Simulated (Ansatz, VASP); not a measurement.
## One calculation of InSe2, two programs

Contents of INCAR:

```
SYSTEM = InSe2
PREC = Accurate
ENCUT = 500
EDIFF = 1E-6
ISMEAR = 0
SIGMA = 0.1
LREAL = .FALSE.
LASPH = .TRUE.
NELM = 120
ALGO = Normal
ISIF = 2
LWAVE = .FALSE.
LCHARG = .TRUE.
GGA = PS
LELF = .TRUE.
LVHAR = .TRUE.
NBANDS = 34
GGA_COMPAT = .FALSE.
```

The input KPOINTS:

```
Automatic mesh
0
G
  16 16 6
  0 0 0
```

File POSCAR:

```
InSe2
1.0
    3.8948930000      0.0000000000      0.0000000000
    0.0000000000      3.8948930000      0.0000000000
    0.0000000000      0.0000000000      9.6262310000
In Se
2 4
Direct
    0.0000000000      0.5000000000      0.7064680000
    0.5000000000      0.0000000000      0.2935320000
    0.0000000000      0.5000000000      0.3662120000
    0.5000000000      0.0000000000      0.6337880000
    0.0000000000      0.0000000000      0.0000000000
    0.5000000000      0.5000000000      0.0000000000
```

Input for Ansatz:

```yaml
crystal:
  lattice:
    - [3.894893, 0.0, 0.0]
    - [0.0, 3.894893, 0.0]
    - [0.0, 0.0, 9.626231]
  atoms:
    - { symbol: In, position: [0.0, 0.5, 0.706468] }
    - { symbol: In, position: [0.5, 0.0, 0.293532] }
    - { symbol: Se, position: [0.0, 0.5, 0.366212] }
    - { symbol: Se, position: [0.5, 0.0, 0.633788] }
    - { symbol: Se, position: [0.0, 0.0, 0.0] }
    - { symbol: Se, position: [0.5, 0.5, 0.0] }
basis:
  ecutwfc: 420
kpoints:
  mp_grid: { grid: [16, 16, 6] }
hamiltonian:
  xc: pbesol
scf:
  occupations: { method: gaussian, width: 0.1 }
output:
  forces: true
  stress: true
  eigenvalues: true
```

Alike in both runs: task single point; functional PBEsol; k mesh 16 × 16 × 6; occupations gaussian, width 0.1 eV; no spin polarisation.

```csv
,VASP,Ansatz
version,VASP 6.6.1,Ansatz 0.2.0
potentials or method,"VASP PAW PBE potentials, release 64 (In_d, Se), cutoff 500 eV","scalar-relativistic, plane waves, PAW"
valence electrons in the cell,50,90
```

|  | VASP | Ansatz | Ansatz less VASP |
| --- | --- | --- | --- |
| gap on the k mesh at the Fermi level (eV) | none | none | - |
| pressure (GPa) | -3.4 | -3.4 | -0.06 |
| traceless stress, the component that is largest in VASP (GPa) | 1.20 | 1.24 | +0.040 |
| rms of the force components (eV/Å) | 0.039 | 0.040 | +0.0005 |

VASP's potentials were made for PBE, not for PBEsol. Atom by atom the forces differ by 0.001 eV/Å (rms over components). A gap of «none» marks a metal or a gap that the smearing closes. The functional is the same, so the differences come from potentials, cutoffs and numerics. VASP's potentials hold 50 valence electrons a cell and Ansatz's 90, so a difference there can come from the potentials and not from the codes.
